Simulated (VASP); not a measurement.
# KI (Imm2) in VASP: further runs, part 2 of 2

VASP 6.6.1.

## Step 3: Single point, PBEsol (all K atoms moved +0.225 Å, as atom 1 along Cartesian [1 -1 0])

File INCAR:

```
PREC = Accurate ; ENCUT = 520
EDIFF = 1E-7 ; ISMEAR = 0
SIGMA = 0.05 ; LREAL = F
LASPH = T ; NELM = 80
ALGO = Normal ; ISIF = 2
LWAVE = F ; LCHARG = T
GGA = PS ; LELF = T
LVHAR = T ; NBANDS = 15
```

File KPOINTS:

```
regular mesh
0
Gamma
  6 6 6
```

File POSCAR:

```
KI
1.0
    0.0000000000      3.5245500000      3.5245500000
    3.5245500000      0.0000000000      3.5245500000
    3.5245500000      3.5245500000      0.0000000000
K I
1 1
Direct
   -0.0451402380      0.0451402380      0.0000000000
    0.5000000000      0.5000000000      0.5000000000
```

Potentials or basis: VASP PAW PBE potentials, release 64 (K_sv, I).

Started as:

```console
> cat potpaw_PBE.64/K_sv/POTCAR potpaw_PBE.64/I/POTCAR > POTCAR
> mpirun -np 1 vasp_std > vasp.out
```

OUTCAR:

```text
PREC = Accurate
   ENCUT = 520
   EDIFF = 1E-7
   ISMEAR = 0
   LREAL = F
   LASPH = T
   NELM = 80
   ISIF = 2
   GGA = PS

 ion  position               nearest neighbor table
   1  0.955  0.045  0.000-   2 3.37   2 3.37   2 3.53   2 3.53   2 3.69   2 3.69
   2  0.500  0.500  0.500-   1 3.37   1 3.37   1 3.53   1 3.53   1 3.69   1 3.69

  LATTYP: Found a face centered cubic cell.
 ALAT       =     7.0491000000

  Lattice vectors:

[... 617 lines left out ...]

 [... further k-points ...]

------------------------ aborting loop because EDIFF is reached ----------------------------------------

  FORCE on cell =-STRESS in cart. coord.  units (eV):
  Direction    XX          YY          ZZ          XY          YZ          ZX
  --------------------------------------------------------------------------------------
  -------------------------------------------------------------------------------------
  Total        0.0832235      0.0832235     -0.1204672      0.0486814      0.0000000      0.0000000
  in kB        1.5227042      1.5227042     -2.2041359      0.8907023      0.0000000      0.0000000
  external PRESSURE =       0.2804242 kB  Pullay stress =       0.0000000 kB

 VOLUME and BASIS-vectors are now :
 -----------------------------------------------------------------------------
  energy-cutoff  :      520.00
  volume of cell :       87.57
      direct lattice vectors                 reciprocal lattice vectors
     0.000000000  3.524550000  3.524550000    -0.141862082  0.141862082  0.141862082
     3.524550000  0.000000000  3.524550000     0.141862082 -0.141862082  0.141862082
     3.524550000  3.524550000  0.000000000     0.141862082  0.141862082 -0.141862082

 POSITION                                       TOTAL-FORCE (eV/Angst)
 -----------------------------------------------------------------------------------
      0.15910      3.36545      3.52455        -0.165295      0.165295      0.000000
      3.52455      3.52455      3.52455         0.165295     -0.165295      0.000000
 -----------------------------------------------------------------------------------
    total drift:                               -0.000010      0.000010      0.000000

  FREE ENERGIE OF THE ION-ELECTRON SYSTEM (eV)
  ---------------------------------------------------
  free  energy   TOTEN  =        -5.7895815712 eV

  energy  without entropy=       -5.7895815712  energy(sigma->0) =       -5.78958157
```

OSZICAR:

```text
N       E                     dE             d eps       ncg     rms          rms(c)
DAV:   1     0.839524949427E+02    0.83952E+02   -0.64153E+03  1380   0.891E+02
DAV:   2    -0.394628873596E-02   -0.83956E+02   -0.78716E+02  1789   0.213E+02
DAV:   3    -0.557466766847E+01   -0.55707E+01   -0.55431E+01  2185   0.452E+01
DAV:   4    -0.587433119498E+01   -0.29966E+00   -0.29959E+00  2048   0.824E+00
DAV:   5    -0.587686179005E+01   -0.25306E-02   -0.25305E-02  2082   0.825E-01    0.308E+00
DAV:   6    -0.579244331726E+01    0.84418E-01   -0.89199E-02  1793   0.201E+00    0.219E+00
DAV:   7    -0.578529015613E+01    0.71532E-02   -0.10682E-01  1898   0.180E+00    0.870E-01
DAV:   8    -0.578948820957E+01   -0.41981E-02   -0.13817E-02  1520   0.872E-01    0.259E-01
DAV:   9    -0.578929442929E+01    0.19378E-03   -0.53036E-04  1982   0.148E-01    0.995E-02
DAV:  10    -0.578957104253E+01   -0.27661E-03   -0.37317E-04  1576   0.992E-02    0.629E-02
DAV:  11    -0.578957966914E+01   -0.86266E-05   -0.35514E-05  1945   0.343E-02    0.107E-02
DAV:  12    -0.578958039201E+01   -0.72287E-06   -0.28374E-06  1765   0.132E-02    0.102E-02
DAV:  13    -0.578958147621E+01   -0.10842E-05   -0.10276E-06  1737   0.645E-03    0.303E-03
DAV:  14    -0.578958157125E+01   -0.95033E-07   -0.13400E-07  1848   0.198E-03
   1 F= -.57895816E+01 E0= -.57895816E+01  d E =-.723123E-11
```

Run time: 50 s. Hardware: 1 thread of Intel Xeon 6975P-C (Granite Rapids), shared host; peak memory 0.25 GiB.

What came out:

```yaml
Free_energy: -5.7896 eV
Pressure: 0.0 GPa
Largest_force: 0.234 eV/Å
Band_gap_on_the_k_mesh: 3.84 eV, direct
```

Forces in eV/Å, atoms in the order of the input:
```
K   -0.165  0.165  0.000
I    0.165 -0.165  0.000
```

Caveat: the cell differs from its parent crystal (all K atoms moved +0.225 Å, as atom 1 along Cartesian [1 -1 0]); the PAW data sets were made with another functional, which shifts forces and pressure a little; spin-orbit coupling is left out, which moves the levels of the heavy elements.

## Step 4: Single point, PBEsol (all K atoms moved -0.150 Å, as atom 1 along Cartesian [1 -1 0])

File INCAR:

```
PREC = Accurate
ENCUT = 520
EDIFF = 1E-6
ISMEAR = 0
SIGMA = 0.05
LREAL = F
LASPH = T
NELM = 60
ALGO = Normal
ISIF = 2
LWAVE = F
LCHARG = F
GGA = PS
NBANDS = 15
```

File KPOINTS:

```
Automatic mesh
0
Gamma
  6 6 6
```

Changes to POSCAR since step 3:

```diff
@@ -8,3 +8,3 @@
 Direct
-   -0.0451402380      0.0451402380      0.0000000000
+    0.0300934920     -0.0300934920      0.0000000000
     0.5000000000      0.5000000000      0.5000000000
```

Started as:

```console
> cat potpaw_PBE.64/K_sv/POTCAR potpaw_PBE.64/I/POTCAR > POTCAR
> mpirun -np 1 vasp_std > vasp.out
```

Wall time 31 s (1 thread of Intel Xeon 6975P-C (Granite Rapids), shared host); peak memory 0.26 GiB.

The run converged. Its results:

| Quantity | Value |
| --- | --- |
| Free energy | -5.8040 eV |
| Pressure | -0.1 GPa |
| Largest force | 0.153 eV/Å |
| Band gap on the k mesh | 3.83 eV, direct |

Forces in eV/Å, atoms in the order of the input:
```
K    0.108 -0.108  0.000
I   -0.108  0.108  0.000
```

Stress tensor (GPa, compression positive):
```
-0.02  0.04  0.00
 0.04 -0.02  0.00
 0.00  0.00 -0.19
```

Levels at points of the mesh, in eV from the valence-band top:
```tsv
k point	band 4	band 5	band 6	band 7	band 8	band 9	band 10	band 11	band 12	band 13
(0.00, 0.00, 0.00)	-11.86	-10.54	0.00	0.00	0.00	3.83	6.43	6.44	6.46	7.19
(0.50, 0.00, 0.00)	-11.86	-10.24	-1.36	-0.35	-0.34	5.39	7.61	8.05	8.11	8.68
(0.00, 0.00, 0.50)	-11.86	-10.24	-1.36	-0.34	-0.34	5.38	7.55	8.03	8.12	8.71
(0.50, 0.50, 0.00)	-11.88	-10.39	-1.03	-0.38	-0.38	4.84	5.69	8.09	8.69	8.70
(0.00, 0.50, 0.50)	-11.88	-10.39	-1.02	-0.38	-0.37	4.83	5.69	8.10	8.41	9.00
```

Caveat: the cell differs from its parent crystal (all K atoms moved -0.150 Å, as atom 1 along Cartesian [1 -1 0]); the PAW data sets were made with another functional, which shifts forces and pressure a little; spin-orbit coupling is left out, which moves the levels of the heavy elements.

## Step 5: Single point, PBEsol (all K atoms moved +0.263 Å, as atom 1 along Cartesian [1 -1 0])

File INCAR:

```
SYSTEM = KI
PREC = Accurate
ENCUT = 520
EDIFF = 1E-7
ISMEAR = 0
SIGMA = 0.05
LREAL = .False.
LASPH = .True.
NELM = 60
ALGO = Normal
ISIF = 2
LWAVE = .False.
LCHARG = .False.
GGA = PS
NBANDS = 15
```

File KPOINTS:

```
regular mesh
0
Gamma
  6 6 6
  0 0 0
```

Changes to POSCAR since step 4:

```diff
@@ -8,3 +8,3 @@
 Direct
-    0.0300934920     -0.0300934920      0.0000000000
+   -0.0526636110      0.0526636110      0.0000000000
     0.5000000000      0.5000000000      0.5000000000
```

Started as:

```console
> cat potpaw_PBE.64/K_sv/POTCAR potpaw_PBE.64/I/POTCAR > POTCAR
> mpirun -np 1 vasp_std > vasp.out
```

Wall time 40 s (1 thread of Intel Xeon 6975P-C (Granite Rapids), shared host); peak memory 0.26 GiB.

It converged, with:

- Free energy: -5.7800 eV
- Pressure: 0.1 GPa
- Largest force: 0.276 eV/Å
- Band gap on the k mesh: 3.85 eV, direct

Forces on the atoms (eV/Å):
```
K   -0.195  0.195  0.000
I    0.195 -0.195  0.000
```

Stress tensor (GPa, compression positive):
```
 0.27  0.12  0.00
 0.12  0.27  0.00
 0.00  0.00 -0.24
```

Levels at points of the mesh, in eV from the valence-band top:
```
           k point  band 6  band 7  band 8  band 9  band 10  band 11
(0.00, 0.00, 0.00)   -0.01    0.00    0.00    3.85     6.43     6.49
(0.50, 0.00, 0.00)   -1.35   -0.35   -0.33    5.41     7.59     7.99
(0.00, 0.00, 0.50)   -1.35   -0.33   -0.31    5.37     7.42     7.96
(0.50, 0.50, 0.00)   -1.02   -0.38   -0.38    4.89     5.69     8.12
(0.00, 0.50, 0.50)   -1.01   -0.38   -0.36    4.86     5.70     8.13
```

Caveat: the cell differs from its parent crystal (all K atoms moved +0.263 Å, as atom 1 along Cartesian [1 -1 0]); the PAW data sets were made with another functional, which shifts forces and pressure a little; spin-orbit coupling is left out, which moves the levels of the heavy elements.

## Step 6: Single point, PBEsol (all K atoms moved +0.188 Å, as atom 1 along Cartesian [1 -1 0])

File INCAR:

```
SYSTEM = KI
ALGO = Normal
EDIFF = 1E-7
ENCUT = 520
GGA = PS
ISIF = 2
ISMEAR = 0
LASPH = .True.
LCHARG = .False.
LREAL = .False.
LWAVE = .False.
NBANDS = 15
NELM = 80
PREC = Accurate
SIGMA = 0.05
```

File KPOINTS:

```
k-points
0
Gamma
  6 6 6
  0 0 0
```

Changes to POSCAR since step 5:

```diff
@@ -8,3 +8,3 @@
 Direct
-   -0.0526636110      0.0526636110      0.0000000000
+   -0.0376168650      0.0376168650      0.0000000000
     0.5000000000      0.5000000000      0.5000000000
```

Potentials or basis: VASP PAW PBE potentials, release 64 (K_sv, I).

Started as:

```console
> cat potpaw_PBE.64/K_sv/POTCAR potpaw_PBE.64/I/POTCAR > POTCAR
> mpirun -np 1 vasp_std > vasp.out
```

Wall time 38 s (1 thread of Intel Xeon 6975P-C (Granite Rapids), shared host); peak memory 0.26 GiB.

It converged, with:

| Item | Value |
| --- | --- |
| Free energy | -5.7976 eV |
| Pressure | 0.0 GPa |
| Largest force | 0.193 eV/Å |
| Band gap on the k mesh | 3.84 eV, direct |

Forces in eV/Å, atoms in the order of the input:
```
K   -0.136  0.136  0.000
I    0.136 -0.136  0.000
```

Stress tensor (GPa, compression positive):
```
 0.05  0.06  0.00
 0.06  0.05  0.00
 0.00  0.00 -0.21
```

Levels at points of the mesh, in eV from the valence-band top:
```csv
k point,band 6,band 7,band 8,band 9,band 10,band 11
"(0.00, 0.00, 0.00)",-0.01,0.00,0.00,3.84,6.43,6.46
"(0.50, 0.00, 0.00)",-1.36,-0.35,-0.34,5.40,7.61,8.03
"(0.00, 0.00, 0.50)",-1.36,-0.34,-0.33,5.38,7.51,8.01
"(0.50, 0.50, 0.00)",-1.02,-0.38,-0.38,4.85,5.69,8.10
"(0.00, 0.50, 0.50)",-1.02,-0.38,-0.37,4.84,5.69,8.10
```

Caveat: the cell differs from its parent crystal (all K atoms moved +0.188 Å, as atom 1 along Cartesian [1 -1 0]); the PAW data sets were made with another functional, which shifts forces and pressure a little; spin-orbit coupling is left out, which moves the levels of the heavy elements.
